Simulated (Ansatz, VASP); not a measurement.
## ZnO: VASP beside Ansatz

INCAR

```
ALGO     = Normal         # electronic algorithm
EDIFF    = 1E-7           # SCF threshold, eV
ENCUT    = 520            # plane-wave cutoff, eV
GGA      = PE             # functional
ISIF     = 2              # what is computed and relaxed
ISMEAR   = -1             # smearing method
LASPH    = T              # aspherical terms in the spheres
LCHARG   = F              # write CHGCAR
LREAL    = F              # projectors in reciprocal space
LWAVE    = F              # write WAVECAR
NBANDS   = 16             # bands
NELM     = 80             # most SCF steps
PREC     = Accurate       # precision mode
SIGMA    = 0.05           # smearing width, eV
```

KPOINTS

```
k-points
0
Gamma
  15 15 15
```

Contents of POSCAR:

```
ZnO
1.0
    2.6332999969      0.0000000000      0.0000000000
    0.0000000000      2.6332999969      0.0000000000
    0.0000000000      0.0000000000      2.6332999969
Zn O
1 1
Direct
    0.0000000000      0.0000000000      0.0000000000
    0.5000000000      0.5000000000      0.5000000000
```

Input for Ansatz:

```yaml
crystal:
  lattice:
    - [2.6332999969, 0.0, 0.0]
    - [0.0, 2.6332999969, 0.0]
    - [0.0, 0.0, 2.6332999969]
  atoms:
    - { symbol: Zn, position: [0.0, 0.0, 0.0] }
    - { symbol: O, position: [0.5, 0.5, 0.5] }
kpoints:
  mp_grid: { grid: [15, 15, 15] }
scf:
  occupations: { method: fermi_dirac, width: 0.05 }
hamiltonian:
  xc: pbe
  pseudopotentials: { kind: all_electron, lapw: { basis_error: 0.001 } }
output:
  forces: true
  stress: true
  eigenvalues: true
  populations: true
```

Change from the starting cell: volume scaled by 0.94, LAPW.

Alike in both runs: task single point; functional PBE; k mesh 15 × 15 × 15; occupations fermi-dirac, width 0.05 eV; no spin polarisation.

```csv
,VASP,Ansatz
version,VASP 6.6.1,Ansatz 0.2.0
potentials or method,"VASP PAW PBE potentials, release 64 (Zn, O), cutoff 520 eV","all-electron LAPW, scalar-relativistic"
```

Ansatz gave:

| Property | Result |
| --- | --- |
| pressure (GPa) | 11.3 |

Problem. Estimate VASP's values.

Solution. Pressure (GPa): 12.3.

Ansatz ran all-electron here, and VASP with PAW potentials.
